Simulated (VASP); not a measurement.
Here is a VASP 6.6.1 calculation.

Contents of POSCAR:

```
Sn
1.0
    3.3130313935      0.0000000000      0.0000000000
   -1.6565156967      2.8691693503      0.0000000000
    0.0000000000      0.0000000000      5.6780976602
Sn
2
Direct
    0.3333333333      0.6666666667      0.7500000000
    0.6666666667      0.3333333333      0.2500000000
```

INCAR.step1

```
ALGO = Normal
EDIFF = 1E-4
ENCUT = 520
GGA = PE
ISMEAR = 0
LASPH = True
LCHARG = False
LREAL = False
LWAVE = True
NBANDS = 21
NELM = 100
PREC = Accurate
SIGMA = 0.05
```

The input INCAR.step2:

```
ALGO = Normal
EDIFF = 1E-6
ENCUT = 520
ISIF = 2
ISMEAR = 0
ISTART = 1
LASPH = True
LCHARG = False
LMIXTAU = True
LREAL = False
LWAVE = False
METAGGA = R2SCAN
NBANDS = 21
NELM = 100
PREC = Accurate
SIGMA = 0.05
```

File KPOINTS:

```
k-points
0
Gamma
  14 14 8
```

Potentials or basis: VASP PAW PBE potentials, release 64 (Sn_d).

Command:

```bash
$ cat potpaw_PBE.64/Sn_d/POTCAR > POTCAR
$ cp INCAR.step1 INCAR
$ mpirun -np 1 vasp_std > vasp.out
$ cp INCAR.step2 INCAR
$ mpirun -np 1 vasp_std > vasp.out
```

Predict the band gap on the k mesh.

zero (band 14 reaches 14.90 eV, above the bottom of band 15 at 5.98 eV).

Estimate the pressure.

0.0 GPa.

Caveat: the PAW data sets were made with another functional, which shifts forces and pressure a little; spin-orbit coupling is left out, which moves the levels of the heavy elements.
